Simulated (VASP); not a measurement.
# Si16C (a cell with a defect) in VASP: further runs

Si16C (a cell with a defect) is run at these levels: LDA; tasks: single point.

Everything below comes from runs of VASP 6.6.1. Logs are shortened: lines on timing, memory, paths and dates and some standing lists are left out, and cuts for length are marked.

## Step 1: The cell of the first run

The cell holds a defect, 17 atoms: a = 7.679 Å, b = 7.679 Å, c = 7.679 Å, α = 60.00°, β = 60.00°, γ = 60.00°.

## Step 2: Single point, LDA, collinear spin, zero start

Input file INCAR:

```
ALGO = Normal
EDIFF = 1E-6
ENCUT = 520
GGA = CA
ISIF = 2
ISMEAR = -1
ISPIN = 2
LASPH = True
LCHARG = True
LELF = True
LORBIT = 11
LREAL = Auto
LVHAR = True
LWAVE = False
MAGMOM = 0 0 0 0 0 0 0 0 0 0 0 0 0 0 0 0 0
NBANDS = 52
NELM = 150
PREC = Accurate
SIGMA = 0.002
```

Input file KPOINTS:

```
k-points
0
Gamma
  2 2 2
```

Input file POSCAR:

```
Si16C
1.0
    0.0000000000      5.4300000000      5.4300000000
    5.4300000000      0.0000000000      5.4300000000
    5.4300000000      5.4300000000      0.0000000000
Si C
16 1
Direct
   -0.0539410681      0.0388397790      0.0018232044
    0.1268232044      0.0950920810      0.1353683241
    0.0679650092     -0.0463812155      0.4982412523
    0.1114364641      0.1543830571      0.6175506446
    0.0591252302      0.4582965009      0.0216850829
    0.0551012891      0.6658195212      0.1737753223
   -0.0756353591      0.5184530387      0.5473296501
    0.1243922652      0.5754419890      0.6541160221
    0.5212707182     -0.0124309392     -0.0168324125
    0.5739779006      0.1704419890      0.1247145488
    0.4870626151      0.0146869245      0.5094751381
    0.6886556169      0.0765009208      0.6209760589
    0.3954788214      0.5301381215      0.0424769797
    0.7101197053      0.6222744015      0.0648895028
    0.5016850829      0.4163259669      0.4890883978
    0.5369429098      0.6280478821      0.6622467772
    0.5403867403      0.4576979742      0.2212154696
```

Potentials or basis: VASP PAW LDA potentials, release 64 (Si, C).

The run is started by

```console
$ cat potpaw_LDA.64/Si/POTCAR potpaw_LDA.64/C/POTCAR > POTCAR
$ mpirun -np 1 vasp_std > vasp.out
```

OUTCAR:

```text
EDIFF = 1E-6
   ENCUT = 520
   GGA = CA
   ISIF = 2
   ISMEAR = -1
   ISPIN = 2
   LASPH = True
   LORBIT = 11
   LREAL = Auto
   NELM = 150
   PREC = Accurate

 ion  position               nearest neighbor table
   1  0.946  0.039  0.002-  10 2.33   6 2.36   2 2.37   4 2.42
   2  0.127  0.095  0.135-   3 2.31   5 2.32   1 2.37   9 2.48
   3  0.068  0.954  0.498-   2 2.31   4 2.36  12 2.38   8 2.42
   4  0.111  0.154  0.618-   7 2.33   3 2.36  11 2.36   1 2.42
   5  0.059  0.458  0.022-  14 2.24   2 2.32   8 2.35   6 2.38  13 2.99
   6  0.055  0.666  0.174-  13 2.15   7 2.35   1 2.36   5 2.38
   7  0.924  0.518  0.547-   4 2.33   8 2.35   6 2.35  16 2.44
   8  0.124  0.575  0.654-   7 2.35   5 2.35  15 2.41   3 2.42
   9  0.521  0.988  0.983-  12 2.29  14 2.33  10 2.42   2 2.48
  10  0.574  0.170  0.125-  13 2.29   1 2.33   9 2.42  11 2.43  17 2.52
  11  0.487  0.015  0.509-   4 2.36  12 2.41  10 2.43  16 2.48  15 3.07
  12  0.689  0.077  0.621-  15 2.23   9 2.29   3 2.38  11 2.41
  13  0.395  0.530  0.042-  17 1.89   6 2.15  10 2.29  16 2.39  14 2.94   5 2.99
  14  0.710  0.622  0.065-  17 1.82   5 2.24   9 2.33  15 2.80  13 2.94
  15  0.502  0.416  0.489-  17 1.80  12 2.23   8 2.41  16 2.73  14 2.80  11 3.07
  16  0.537  0.628  0.662-  13 2.39   7 2.44  11 2.48  15 2.73
  17  0.540  0.458  0.221-  15 1.80  14 1.82  13 1.89  10 2.52

  LATTYP: Found a face centered cubic cell.
 ALAT       =    10.8600000000

  Lattice vectors:

 A1 = (   0.0000000000,   5.4300000000,   5.4300000000)
 A2 = (   5.4300000000,   0.0000000000,   5.4300000000)
 A3 = (   5.4300000000,   5.4300000000,   0.0000000000)

Analysis of symmetry for initial positions (statically):
=====================================================================
 Subroutine PRICEL returns:
 Original cell was already a primitive cell.

 Routine SETGRP: Setting up the symmetry group for a
 face centered cubic supercell.

 Subroutine GETGRP returns: Found  1 space group operations
 (whereof  1 operations were pure point group operations)
 out of a pool of 48 trial point group operations.

The static configuration has the point symmetry C_1 .

Analysis of symmetry for dynamics (positions and initial velocities):
=====================================================================
 Subroutine PRICEL returns:
 Original cell was already a primitive cell.

 Routine SETGRP: Setting up the symmetry group for a
 face centered cubic supercell.

 Subroutine GETGRP returns: Found  1 space group operations
 (whereof  1 operations were pure point group operations)
 out of a pool of 48 trial point group operations.

The dynamic configuration has the point symmetry C_1 .

Analysis of structural, dynamic, and magnetic symmetry:
=====================================================================
 Subroutine PRICEL returns:
 Original cell was already a primitive cell.

 Routine SETGRP: Setting up the symmetry group for a
 face centered cubic supercell.

 Subroutine GETGRP returns: Found  1 space group operations
 (whereof  1 operations were pure point group operations)
 out of a pool of 48 trial point group operations.

The overall configuration has the point symmetry C_1 .

 Subroutine INISYM returns: Found  1 space group operations
 (whereof  1 operations are pure point group operations),
 and found     1 'primitive' translations

----------------------------------------------------------------------------------------

                                     Primitive cell

  volume of cell :     320.2060

  direct lattice vectors                    reciprocal lattice vectors
     0.000000000  5.430000000  5.430000000    -0.092081031  0.092081031  0.092081031
     5.430000000  0.000000000  5.430000000     0.092081031 -0.092081031  0.092081031
     5.430000000  5.430000000  0.000000000     0.092081031  0.092081031 -0.092081031

  length of vectors
     7.679179644  7.679179644  7.679179644     0.159489025  0.159489025  0.159489025

  position of ions in fractional coordinates (direct lattice)
[... 75 lines left out ...]
   number of dos      NEDOS =    301   number of ions     NIONS =     17
   total plane-waves  NPLWV = 216000
   dimension x,y,z NGX =    60 NGY =   60 NGZ =   60
   dimension x,y,z NGXF=   120 NGYF=  120 NGZF=  120
   ions per type =              16   1
   NGX,Y,Z   is equivalent  to a cutoff of  12.99, 12.99, 12.99 a.u.
   NGXF,Y,Z  is equivalent  to a cutoff of  25.98, 25.98, 25.98 a.u.
 SYSTEM =  unknown system
   PREC   = accura    normal or accurate (medium, high low for compatibility)
   ISTART =      0    job   : 0-new  1-cont  2-samecut
   ICHARG =      2    charge: 1-file 2-atom 10-const
   ISPIN  =      2    spin polarized calculation?
   LNONCOLLINEAR =      F non collinear calculations
   LSORBIT =      F    spin-orbit coupling
   LASPH  =      T    aspherical Exc in radial PAW
   ENCUT  =  520.0 eV  38.22 Ry    6.18 a.u.  14.28 14.28 14.28*2*pi/ulx,y,z
   NELM   =    150;   NELMIN=  2; NELMDL= -5     # of ELM steps
   EDIFF  = 0.1E-05   stopping-criterion for ELM
   LREAL  =      T    real-space projection
   EDIFFG = 0.1E-04   stopping-criterion for IOM
   NSW    =      0    number of steps for IOM
   IBRION =     -1    ionic relax: 0-MD 1-quasi-New 2-CG
   NFREE  =      0    steps in history (QN), initial steepest desc. (CG)
   ISIF   =      2    stress and relaxation
   ISYM   =      2    0-nonsym 1-usesym 2-fastsym
   POTIM  = 0.5000    time-step for ionic-motion
   TEBEG  =    0.0;   TEEND  =   0.0 temperature during run
   PSTRESS=    0.0 pullay stress
   NELECT =      68.0000    total number of electrons
   NUPDOWN=      -1.0000    fix difference up-down
   EMIN   =  10.00;   EMAX   =-10.00  energy-range for DOS
   EFERMI =   0.00;   METHOD = LEGACY
   ISMEAR =    -1;   SIGMA  =   0.00  broadening in eV -4-tet -1-fermi 0-gaus
   EFERMI_NEDOS =   21; number of points for ismear=-14 and -15
   IALGO  =     38    algorithm
   IMIX   =      4    mixing-type and parameters
     AMIX     =   0.40;   BMIX     =  1.00
     AMIX_MAG =   1.60;   BMIX_MAG =  1.00
  volume/ion in A,a.u.               =      18.84       127.11
  Fermi-wavevector in a.u.,A,eV,Ry     =   0.976715  1.845724 12.979587  0.953973
  Thomas-Fermi vector in A             =   2.107356
   LORBIT       =     11    0 simple, 1 ext, 2 COOP (PROOUT), +10 PAW based schemes
   GGA     = CA    functional components
   LHFCALC =     F    Hartree Fock is set to
   AEXX    =    0.0000 exact exchange contribution
   IVDW    =     0    specifies the selected vdW correction
   LEPSILON=     F    determine dielectric tensor
   LRPA    =     F    only Hartree local field effects (RPA)
 spin polarized calculation
  energy-cutoff  :      520.00
  volume of cell :      320.21
 maximum number of plane-waves:      8646
 NGX is ok and might be reduce to    60
   NGX = 29   NGY = 29   NGZ = 29

 number of electron      67.9999999 magnetization       0.0000000

 number of electron      67.9999999 magnetization      -0.0000000

 Free energy of the ion-electron system (eV)
  ---------------------------------------------------
  ext. energy  EPLUGINS =         0.00000000
  ---------------------------------------------------
  free energy    TOTEN  =       -99.28989647 eV

  energy without entropy =      -99.28989647  energy(sigma->0) =      -99.28989647

 E-fermi :   6.1272     XC(G=0):  -9.7847

 val. band max:        6.0525197396   @ k =   0.0000   0.0000   0.0000
 cond. band min:       6.1964129911   @ k =   0.5000   0.5000   0.0000
 fundamental gap:      0.1438932515
 Fermi energy:         6.1271653531

 spin component 1

 k-point     1 :       0.0000    0.0000    0.0000
  band No.  band energies     occupation
      1      -7.1212      1.00000
      2      -5.2793      1.00000
      3      -4.1916      1.00000
      4      -3.8227      1.00000
      5      -3.5509      1.00000
      6      -2.8902      1.00000
[... 381 lines left out ...]
     45       9.8510      0.00000
     46      10.0657      0.00000
 Fermi energy:         6.1271653531

 spin component 2

 k-point     1 :       0.0000    0.0000    0.0000
  band No.  band energies     occupation
      1      -7.1212      1.00000
      2      -5.2793      1.00000
      3      -4.1916      1.00000
      4      -3.8227      1.00000
      5      -3.5509      1.00000
      6      -2.8902      1.00000
[... 381 lines left out ...]
     45       9.8510      0.00000
     46      10.0656      0.00000
 [bands above 46 left out]

------------------------ aborting loop because EDIFF is reached ----------------------------------------

  FORCE on cell =-STRESS in cart. coord.  units (eV):
  Direction    XX          YY          ZZ          XY          YZ          ZX
  --------------------------------------------------------------------------------------
  -------------------------------------------------------------------------------------
  Total       -4.9681003     -2.5544850      0.2381025     -3.5800305     -0.0647888     -1.3995494
  in kB      -24.8583014    -12.7815775      1.1913657    -17.9129794     -0.3241764     -7.0027617
  external PRESSURE =     -12.1495044 kB  Pullay stress =       0.0000000 kB

 VOLUME and BASIS-vectors are now :
 -----------------------------------------------------------------------------
  energy-cutoff  :      520.00
  volume of cell :      320.21
      direct lattice vectors                 reciprocal lattice vectors
     0.000000000  5.430000000  5.430000000    -0.092081031  0.092081031  0.092081031
     5.430000000  0.000000000  5.430000000     0.092081031 -0.092081031  0.092081031
     5.430000000  5.430000000  0.000000000     0.092081031  0.092081031 -0.092081031

 POSITION                                       TOTAL-FORCE (eV/Angst)
 -----------------------------------------------------------------------------------
      0.22080      5.14700      5.34800        -0.258021      0.101507      0.472860
      1.25140      1.42370      1.20500        -0.790438      0.323848      0.557712
      7.88360      3.07450      5.54720         0.319764     -0.164043     -0.827532
      4.19160      3.95840      1.44340        -0.056910      0.715917     -0.482672
      2.60630      0.43880      2.80960        -0.106420     -0.139360      0.498112
      4.55900      1.24280      3.91460         0.910835     -1.359099     -1.134999
[... 9 lines left out ...]
      7.00630      6.51160      6.32590        -0.315068     -0.181110      0.843049
      3.68650      4.13550      5.41960        -0.209356     -0.826614      0.927172
 -----------------------------------------------------------------------------------
    total drift:                               -0.000488      0.004212      0.000592

  FREE ENERGIE OF THE ION-ELECTRON SYSTEM (eV)
  ---------------------------------------------------
  free  energy   TOTEN  =       -99.2898964701 eV

  energy  without entropy=      -99.2898964701  energy(sigma->0) =      -99.28989647

 total charge

# of ion       s       p       d       tot
------------------------------------------
    1        0.760   0.924   0.000   1.684
    2        0.753   0.927   0.000   1.680
    3        0.757   0.931   0.000   1.688
    4        0.755   0.929   0.000   1.684
    5        0.761   0.965   0.000   1.726
    6        0.768   0.972   0.000   1.740
[... 9 lines left out ...]
   16        0.780   0.838   0.000   1.618
   17        0.875   1.577   0.000   2.452
--------------------------------------------------
tot         13.111  16.341   0.000  29.452

 magnetization (x)

# of ion       s       p       d       tot
------------------------------------------
    1        0.000   0.000   0.000   0.000
    2        0.000   0.000   0.000   0.000
    3        0.000  -0.000   0.000  -0.000
    4       -0.000   0.000   0.000   0.000
    5       -0.000  -0.000   0.000  -0.000
    6       -0.000  -0.000   0.000  -0.000
[... 9 lines left out ...]
   16       -0.000  -0.000   0.000  -0.000
   17        0.000   0.000   0.000   0.000
--------------------------------------------------
tot          0.000   0.000   0.000   0.000
```

It took 6 min on 1 thread of AMD EPYC 9R45 (Zen 5), shared host; peak memory 0.45 GiB.

What came out:

```yaml
Free_energy: -99.2899 eV
Pressure: -1.2 GPa
Largest_force: 2.294 eV/Å
Band_gap_on_the_k_mesh: zero (filled and empty bands overlap)
Net_moment: 0.00 μB per cell
Valence_electrons_inside_the_program's_atomic_spheres: Si 1.68, 1.69, 1.73, 1.74, 1.66, 1.67, 1.65, 1.72, 1.70, 1.62 (each value once); C 2.45
```

Forces on the atoms (eV/Å):
```
Si  -0.258  0.102  0.473
Si  -0.790  0.324  0.558
Si   0.320 -0.164 -0.828
Si  -0.057  0.716 -0.483
Si  -0.106 -0.139  0.498
Si   0.911 -1.359 -1.135
Si   0.094 -0.325 -0.247
Si   0.142  0.324  0.736
Si   0.614  0.112 -0.401
Si  -0.177  0.957 -0.990
Si  -0.730  0.118 -0.193
Si  -0.645  0.058 -0.753
Si  -0.948  1.624  1.314
Si   0.577 -0.535 -0.778
Si   1.578 -0.805  0.459
Si  -0.315 -0.181  0.843
C   -0.209 -0.827  0.927
```

Stress tensor (GPa, compression positive):
```
-2.49 -1.79 -0.70
-1.79 -1.28 -0.03
-0.70 -0.03  0.12
```

Levels at points of the mesh, in eV from the Fermi level:
Spin up:
| k point | band 31 | band 32 | band 33 | band 34 | band 35 | band 36 | band 37 | band 38 |
| --- | --- | --- | --- | --- | --- | --- | --- | --- |
| (0.00, 0.00, 0.00) | -0.80 | -0.78 | -0.46 | -0.18 | -0.07 | 0.22 | 0.39 | 0.68 |
| (0.50, 0.00, 0.00) | -1.19 | -1.06 | -0.65 | -0.12 | 0.36 | 0.73 | 1.03 | 1.20 |
| (0.00, 0.50, 0.00) | -1.02 | -0.77 | -0.68 | -0.31 | 0.50 | 0.76 | 0.93 | 1.17 |
| (0.00, 0.00, 0.50) | -1.27 | -1.05 | -0.65 | -0.30 | 0.45 | 0.96 | 1.03 | 1.18 |
| (0.50, 0.50, 0.50) | -1.16 | -0.93 | -0.72 | -0.60 | 0.72 | 0.86 | 0.91 | 1.03 |
| (0.50, 0.50, 0.00) | -1.45 | -1.17 | -0.89 | 0.07 | 0.87 | 0.91 | 1.37 | 1.66 |
| (0.00, 0.50, 0.50) | -1.63 | -1.38 | -0.97 | -0.48 | 1.01 | 1.05 | 1.46 | 1.77 |
| (0.50, 0.00, 0.50) | -1.35 | -0.93 | -0.65 | -0.55 | 0.40 | 0.95 | 1.22 | 1.52 |
Spin down:
```
           k point  band 30  band 31  band 32  band 33  band 34  band 35  band 36  band 37  band 38  band 39
(0.00, 0.00, 0.00)    -1.08    -0.80    -0.78    -0.46    -0.18    -0.07     0.22     0.39     0.68     0.80
(0.50, 0.00, 0.00)    -1.29    -1.19    -1.06    -0.65    -0.12     0.36     0.73     1.03     1.20     1.38
(0.00, 0.50, 0.00)    -1.72    -1.02    -0.77    -0.68    -0.31     0.50     0.76     0.93     1.17     1.35
(0.00, 0.00, 0.50)    -1.49    -1.27    -1.05    -0.65    -0.30     0.45     0.96     1.03     1.18     1.24
(0.50, 0.50, 0.50)    -1.39    -1.16    -0.93    -0.72    -0.60     0.72     0.86     0.91     1.03     1.27
(0.50, 0.50, 0.00)    -1.67    -1.45    -1.17    -0.89     0.07     0.87     0.91     1.37     1.66     1.84
(0.00, 0.50, 0.50)    -1.72    -1.63    -1.38    -0.97    -0.48     1.01     1.05     1.46     1.77     1.97
(0.50, 0.00, 0.50)    -1.54    -1.35    -0.93    -0.65    -0.55     0.40     0.95     1.22     1.52     1.82
```

Caveat: the k points lie up to 0.50 Å⁻¹ apart.

## Step 3: Single point, LDA, collinear spin, zero start

Input file INCAR:

```
SYSTEM = Si16C
PREC     = Accurate       ! precision mode
ENCUT    = 520            ! plane-wave cutoff, eV
EDIFF    = 1E-6           ! SCF threshold, eV
ISMEAR   = -1             ! smearing method
SIGMA    = 0.002          ! smearing width, eV
LREAL    = Auto         
LASPH    = .TRUE.         ! aspherical terms in the spheres
NELM     = 150            ! most SCF steps
ALGO     = Normal         ! electronic algorithm
ISIF     = 2              ! what is computed and relaxed
LWAVE    = .FALSE.        ! write WAVECAR
LCHARG   = .TRUE.         ! write CHGCAR
ISPIN    = 2              ! spin polarisation
MAGMOM   = 0 0 0 0 0 0 0 0 0 0 0 0 0 0 0 0 0 ! initial moments
LORBIT   = 11             ! projections on sites
GGA      = CA             ! functional
LELF     = .TRUE.         ! ELF
LVHAR    = .TRUE.       
NBANDS   = 52             ! bands
```

Input file KPOINTS:

```
Automatic mesh
0
G
  2 2 2
  0 0 0
```

Input file POSCAR:

```
Si16C
1.0
    0.0000000000      5.4300000000      5.4300000000
    5.4300000000      0.0000000000      5.4300000000
    5.4300000000      5.4300000000      0.0000000000
Si C
16 1
Direct
   -0.0391620626      0.0518876611      0.0146316759
    0.1702117864      0.0717587477      0.1382596685
    0.0438121547     -0.0389686924      0.5011970534
    0.1157734807      0.1314088398      0.6279281768
    0.0628913444      0.4436095764      0.0212154696
   -0.0039686924      0.6768232044      0.1774861878
   -0.0497697974      0.5013904236      0.5563075506
    0.1199631676      0.5869060773      0.6585635359
    0.5562246777     -0.0123204420     -0.0306813996
    0.5911325967      0.1555709024      0.1236556169
    0.4802209945     -0.0024125230      0.5109392265
    0.6592081031      0.0827071823      0.6142541436
    0.3718139963      0.5297329650      0.0527900552
    0.7116114180      0.6247421731      0.0648342541
    0.4998526703      0.4476427256      0.4854880295
    0.5613996317      0.6209944751      0.6371823204
    0.4918232044      0.5382320442      0.2045119705
```

Potentials or basis: VASP PAW LDA potentials, release 64 (Si, C).

The run is started by

```console
$ cat potpaw_LDA.64/Si/POTCAR potpaw_LDA.64/C/POTCAR > POTCAR
$ mpirun -np 1 vasp_std > vasp.out
```

Run time: 6 min. Hardware: 1 thread of AMD EPYC 9R45 (Zen 5), shared host; peak memory 0.45 GiB.

The run converged. Its results:

```yaml
Free_energy: -99.4907 eV
Pressure: -1.5 GPa
Largest_force: 1.756 eV/Å
Band_gap_on_the_k_mesh: zero (filled and empty bands overlap)
Net_moment: 0.00 μB per cell
Valence_electrons_inside_the_program's_atomic_spheres: Si 1.67, 1.69, 1.70, 1.73, 1.68, 1.63, 1.64, 1.62 (each value once); C 2.44
```

Forces in eV/Å, atoms in the order of the input:
```
Si  -1.240 -0.114 -0.083
Si  -0.590 -0.036  0.566
Si   0.668  0.034 -0.992
Si   0.890  0.222 -0.520
Si  -0.158 -0.131  0.181
Si   0.157  0.711  0.294
Si  -0.523 -1.533 -0.678
Si  -0.110  0.591  1.001
Si   0.838 -0.146 -0.805
Si   1.196  0.032 -0.219
Si  -1.116  0.062  0.394
Si  -0.645 -0.352  0.745
Si  -0.805  0.506  0.533
Si   0.062  0.029  0.526
Si   0.335 -1.426 -0.005
Si   0.498  0.706  0.027
C    0.542  0.845 -0.966
```

Stress tensor (GPa, compression positive):
```
-2.98 -0.24  0.82
-0.24 -2.94  0.05
 0.82  0.05  1.29
```

Levels at points of the mesh, in eV from the Fermi level:
Spin up:
```
           k point  band 32  band 33  band 34  band 35  band 36  band 37
(0.00, 0.00, 0.00)    -0.62    -0.45    -0.29    -0.09     0.33     0.36
(0.50, 0.00, 0.00)    -0.96    -0.66    -0.08     0.18     0.74     0.98
(0.00, 0.50, 0.00)    -1.03    -0.60    -0.19     0.38     0.79     1.02
(0.00, 0.00, 0.50)    -1.06    -0.96    -0.31     0.65     0.94     0.97
(0.50, 0.50, 0.50)    -0.92    -0.49    -0.22     0.69     0.88     0.93
(0.50, 0.50, 0.00)    -1.36    -0.72     0.20     0.69     1.03     1.43
(0.00, 0.50, 0.50)    -1.32    -1.13    -0.19     0.79     1.18     1.70
(0.50, 0.00, 0.50)    -1.20    -0.74    -0.44     0.83     0.99     1.34
```
Spin down:
| k point | band 31 | band 32 | band 33 | band 34 | band 35 | band 36 | band 37 | band 38 |
| --- | --- | --- | --- | --- | --- | --- | --- | --- |
| (0.00, 0.00, 0.00) | -1.07 | -0.62 | -0.45 | -0.29 | -0.09 | 0.33 | 0.36 | 0.44 |
| (0.50, 0.00, 0.00) | -1.15 | -0.96 | -0.66 | -0.08 | 0.18 | 0.74 | 0.98 | 1.30 |
| (0.00, 0.50, 0.00) | -1.05 | -1.03 | -0.60 | -0.19 | 0.38 | 0.79 | 1.02 | 1.12 |
| (0.00, 0.00, 0.50) | -1.16 | -1.06 | -0.96 | -0.31 | 0.65 | 0.94 | 0.97 | 1.23 |
| (0.50, 0.50, 0.50) | -1.12 | -0.92 | -0.49 | -0.22 | 0.69 | 0.88 | 0.93 | 1.23 |
| (0.50, 0.50, 0.00) | -1.44 | -1.36 | -0.72 | 0.20 | 0.69 | 1.03 | 1.43 | 1.53 |
| (0.00, 0.50, 0.50) | -1.49 | -1.32 | -1.13 | -0.19 | 0.79 | 1.18 | 1.70 | 1.75 |
| (0.50, 0.00, 0.50) | -1.32 | -1.20 | -0.74 | -0.44 | 0.83 | 0.99 | 1.34 | 1.53 |

Caveat: the k points lie up to 0.50 Å⁻¹ apart.

[end of part 1 of 2]
